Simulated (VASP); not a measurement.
# Pb (P-3m1) in VASP: single point with PBE

Aim: the single point of Pb with PBE.

All numbers are computed with VASP 6.6.1; they aren't measurements. Logs are shortened: lines on timing, memory, paths and dates and some standing lists are left out, and cuts for length are marked.

## Step 1: The cell of the first run

It takes space group P-3m1 (No. 164, trigonal). The conventional cell has a = 3.480 Å, b = 3.480 Å, c = 5.590 Å, α = 90.00°, β = 90.00°, γ = 120.00°. Pb (site symmetry 3m) has 12 Pb at 3.15 to 3.75 Å within 4.1 Å.

## Step 2: Single point, PBE (one atom moved)

Contents of INCAR:

```
PREC     = Accurate       # precision mode
ENCUT    = 520            # plane-wave cutoff, eV
EDIFF    = 1E-7           # SCF threshold, eV
ISMEAR   = 0              # smearing method
SIGMA    = 0.1            # smearing width, eV
LREAL    = False          # projectors in reciprocal space
LASPH    = True           # aspherical terms in the spheres
NELM     = 80             # most SCF steps
ALGO     = Fast           # electronic algorithm
ISIF     = 2              # what is computed and relaxed
LWAVE    = False          # write WAVECAR
LCHARG   = False          # write CHGCAR
GGA      = PE             # functional
NBANDS   = 21             # bands
```

Contents of KPOINTS:

```
Automatic mesh
0
Gamma
  12 12 8
```

Contents of POSCAR:

```
Pb
1.0
    3.4800006906      0.0000000000      0.0000000000
   -1.7400003453      3.0137690032      0.0000000000
    0.0000000000      0.0000000000      5.5900000000
Pb
2
Direct
    0.3333333333      0.6666666667      0.2500000000
    0.6666666667      0.3333333333      0.8170840787
```

Potentials or basis: VASP PAW PBE potentials, release 64 (Pb_d).

Command:

```console
$ cat potpaw_PBE.64/Pb_d/POTCAR > POTCAR
$ mpirun -np 1 vasp_std > vasp.out
```

OUTCAR:

```text
PREC = Accurate
   ENCUT = 520
   EDIFF = 1E-7
   ISMEAR = 0
   LREAL = False
   LASPH = True
   NELM = 80
   ISIF = 2
   GGA = PE

 ion  position               nearest neighbor table
   1  0.333  0.667  0.250-   2 3.15   2 3.15   2 3.15   2 3.75   2 3.75   2 3.75
   2  0.667  0.333  0.817-   1 3.15   1 3.15   1 3.15   1 3.75   1 3.75   1 3.75

  LATTYP: Found a hexagonal cell.
 ALAT       =     3.4800006906
 C/A-ratio  =     1.6063215203

  Lattice vectors:

 A1 = (   3.4800006906,   0.0000000000,   0.0000000000)
 A2 = (  -1.7400003453,   3.0137690032,   0.0000000000)
 A3 = (   0.0000000000,   0.0000000000,   5.5900000000)

Analysis of symmetry for initial positions (statically):
=====================================================================
 Subroutine PRICEL returns:
 Original cell was already a primitive cell.

 Routine SETGRP: Setting up the symmetry group for a
 hexagonal supercell.

 Subroutine GETGRP returns: Found 12 space group operations
 (whereof  6 operations were pure point group operations)
 out of a pool of 24 trial point group operations.

The static configuration has the point symmetry C_3v.
 The point group associated with its full space group is D_3d.

Analysis of symmetry for dynamics (positions and initial velocities):
=====================================================================
 Subroutine PRICEL returns:
 Original cell was already a primitive cell.

 Routine SETGRP: Setting up the symmetry group for a
 hexagonal supercell.

 Subroutine GETGRP returns: Found 12 space group operations
 (whereof  6 operations were pure point group operations)
 out of a pool of 24 trial point group operations.

The dynamic configuration has the point symmetry C_3v.
 The point group associated with its full space group is D_3d.

 Subroutine INISYM returns: Found 12 space group operations
 (whereof  6 operations are pure point group operations),
 and found     1 'primitive' translations

----------------------------------------------------------------------------------------

                                     Primitive cell

  volume of cell :      58.6275

  direct lattice vectors                    reciprocal lattice vectors
     3.480000691  0.000000000  0.000000000     0.287356265  0.165905217  0.000000000
    -1.740000345  3.013769003  0.000000000     0.000000000  0.331810434  0.000000000
     0.000000000  0.000000000  5.590000000     0.000000000  0.000000000  0.178890877

  length of vectors
     3.480000691  3.480000691  5.590000000     0.331810434  0.331810434  0.178890877

[... 79 lines left out ...]
   NELM   =     80;   NELMIN=  2; NELMDL= -5     # of ELM steps
   EDIFF  = 0.1E-06   stopping-criterion for ELM
   LREAL  =      F    real-space projection
   EDIFFG = 0.1E-05   stopping-criterion for IOM
   NSW    =      0    number of steps for IOM
   IBRION =     -1    ionic relax: 0-MD 1-quasi-New 2-CG
   NFREE  =      0    steps in history (QN), initial steepest desc. (CG)
   ISIF   =      2    stress and relaxation
   ISYM   =      2    0-nonsym 1-usesym 2-fastsym
   POTIM  = 0.5000    time-step for ionic-motion
   TEBEG  =    0.0;   TEEND  =   0.0 temperature during run
   PSTRESS=    0.0 pullay stress
   NELECT =      28.0000    total number of electrons
   NUPDOWN=      -1.0000    fix difference up-down
   EMIN   =  10.00;   EMAX   =-10.00  energy-range for DOS
   EFERMI =   0.00;   METHOD = LEGACY
   ISMEAR =     0;   SIGMA  =   0.10  broadening in eV -4-tet -1-fermi 0-gaus
   EFERMI_NEDOS =   21; number of points for ismear=-14 and -15
   IALGO  =     68    algorithm
   IMIX   =      4    mixing-type and parameters
     AMIX     =   0.40;   BMIX     =  1.00
     AMIX_MAG =   1.60;   BMIX_MAG =  1.00
  volume/ion in A,a.u.               =      29.31       197.82
  Fermi-wavevector in a.u.,A,eV,Ry     =   1.279658  2.418202 22.279864  1.637524
  Thomas-Fermi vector in A             =   2.412130
   LORBIT       =      0    0 simple, 1 ext, 2 COOP (PROOUT), +10 PAW based schemes
   GGA     = PE    functional components
   LHFCALC =     F    Hartree Fock is set to
   AEXX    =    0.0000 exact exchange contribution
   IVDW    =     0    specifies the selected vdW correction
   LEPSILON=     F    determine dielectric tensor
   LRPA    =     F    only Hartree local field effects (RPA)
 non-spin polarized calculation
 RMM-DIIS sequential band-by-band and
 Gauss-broadening in eV      SIGMA  =   0.10
  energy-cutoff  :      520.00
  volume of cell :       58.63
 maximum number of plane-waves:      1617
 NGX is ok and might be reduce to    28
   NGX = 13   NGY = 13   NGZ = 21

 number of electron      28.0000001 magnetization

 Free energy of the ion-electron system (eV)
  ---------------------------------------------------
  ext. energy  EPLUGINS =         0.00000000
  ---------------------------------------------------
  free energy    TOTEN  =        -6.81817628 eV

  energy without entropy =       -6.81319629  energy(sigma->0) =       -6.81568629

 E-fermi :   7.5950     XC(G=0): -10.3019

 val. band max:        7.5858799104   @ k =   0.3333   0.1667   0.2500
 cond. band min:       7.6025141434   @ k =   0.4167   0.0000   0.1250
 fundamental gap:      0.0166342330
 Fermi energy:         7.5949740795

 k-point     1 :       0.0000    0.0000    0.0000
  band No.  band energies     occupation
      1      -9.5595      2.00000
      2      -9.5288      2.00000
      3      -9.5288      2.00000
      4      -9.4820      2.00000
      5      -9.4820      2.00000
      6      -9.4152      2.00000
[... 565 lines left out ...]
     20      17.6209      0.00000
     21      17.8883      0.00000

 [... further k-points ...]

------------------------ aborting loop because EDIFF is reached ----------------------------------------

  FORCE on cell =-STRESS in cart. coord.  units (eV):
  Direction    XX          YY          ZZ          XY          YZ          ZX
  --------------------------------------------------------------------------------------
  -------------------------------------------------------------------------------------
  Total        2.1313318      2.1313318      3.1634672      0.0000000      0.0000000      0.0000000
  in kB       58.2452539     58.2452539     86.4515570      0.0000000      0.0000000      0.0000000
  external PRESSURE =      67.6473549 kB  Pullay stress =       0.0000000 kB

 VOLUME and BASIS-vectors are now :
 -----------------------------------------------------------------------------
  energy-cutoff  :      520.00
  volume of cell :       58.63
      direct lattice vectors                 reciprocal lattice vectors
     3.480000691  0.000000000  0.000000000     0.287356265  0.165905217  0.000000000
    -1.740000345  3.013769003  0.000000000     0.000000000  0.331810434  0.000000000
     0.000000000  0.000000000  5.590000000     0.000000000  0.000000000  0.178890877

 POSITION                                       TOTAL-FORCE (eV/Angst)
 -----------------------------------------------------------------------------------
     -0.00000      2.00918      1.39750         0.000000     -0.000000      1.219332
      1.74000      1.00459      4.56750        -0.000000      0.000000     -1.219332
 -----------------------------------------------------------------------------------
    total drift:                               -0.000000     -0.000000      0.000010

  FREE ENERGIE OF THE ION-ELECTRON SYSTEM (eV)
  ---------------------------------------------------
  free  energy   TOTEN  =        -6.8181762800 eV

  energy  without entropy=       -6.8131962924  energy(sigma->0) =       -6.81568629
```

OSZICAR:

```text
N       E                     dE             d eps       ncg     rms          rms(c)
DAV:   1     0.298748213256E+03    0.29875E+03   -0.14399E+04  5502   0.166E+03
DAV:   2     0.148505639804E+02   -0.28390E+03   -0.27717E+03  5542   0.412E+02
DAV:   3    -0.617341642819E+01   -0.21024E+02   -0.20810E+02  6732   0.139E+02
DAV:   4    -0.681897914442E+01   -0.64556E+00   -0.64524E+00  6598   0.275E+01
DAV:   5    -0.685127780034E+01   -0.32299E-01   -0.32298E-01  7666   0.562E+00    0.924E-01
RMM:   6    -0.682475105964E+01    0.26527E-01   -0.34364E-02  6450   0.224E+00    0.477E-01
RMM:   7    -0.681779257188E+01    0.69585E-02   -0.24540E-02  6100   0.152E+00    0.138E-01
RMM:   8    -0.681798490683E+01   -0.19233E-03   -0.68311E-03  7736   0.103E+00    0.262E-02
RMM:   9    -0.681815093466E+01   -0.16603E-03   -0.19623E-03  8551   0.365E-01    0.196E-02
RMM:  10    -0.681817338186E+01   -0.22447E-04   -0.28152E-04  8414   0.174E-01    0.925E-03
RMM:  11    -0.681817728896E+01   -0.39071E-05   -0.87142E-05  8080   0.759E-02    0.707E-03
RMM:  12    -0.681817594228E+01    0.13467E-05   -0.15006E-05  7512   0.423E-02    0.169E-03
RMM:  13    -0.681817625219E+01   -0.30991E-06   -0.56344E-06  8806   0.195E-02    0.407E-04
RMM:  14    -0.681817628001E+01   -0.27818E-07   -0.56913E-07  5432   0.657E-03
   1 F= -.68181763E+01 E0= -.68156863E+01  d E =-.497999E-02
```

Wall time 3.3 min (1 thread of AMD EPYC 7R13, shared host); peak memory 0.24 GiB.

What came out:

| Item | Value |
| --- | --- |
| Free energy | -6.8182 eV |
| Pressure | 6.8 GPa |
| Largest force | 1.219 eV/Å |
| Band gap on the k mesh | zero (bands 14 and 15 overlap by 7.78 eV) |

Forces in eV/Å, atoms in the order of the input:
```
Pb   0.000  0.000  1.219
Pb   0.000  0.000 -1.219
```

Levels at points of the mesh, in eV from the Fermi level:
| k point | band 11 | band 12 | band 13 | band 14 | band 15 | band 16 | band 17 | band 18 |
| --- | --- | --- | --- | --- | --- | --- | --- | --- |
| (0.00, 0.00, 0.00) | -12.23 | -7.80 | -4.06 | 5.43 | 5.43 | 7.47 | 7.47 | 7.96 |
| (0.50, 0.00, 0.00) | -8.57 | -7.19 | -2.90 | -1.49 | -0.05 | 1.81 | 2.05 | 5.98 |
| (0.00, 0.00, 0.50) | -11.66 | -9.70 | 0.47 | 1.99 | 5.92 | 5.92 | 6.92 | 6.92 |
| (0.50, 0.00, 0.50) | -8.10 | -7.21 | -4.08 | -3.29 | 2.59 | 3.78 | 4.09 | 4.35 |

Caveat: the cell differs from its parent crystal (one atom moved); the cell stands under pressure; spin-orbit coupling is left out, which moves the levels of the heavy elements; forces of over 1 eV/Å act on the atoms, so gaps and moduli don't describe the material at rest.
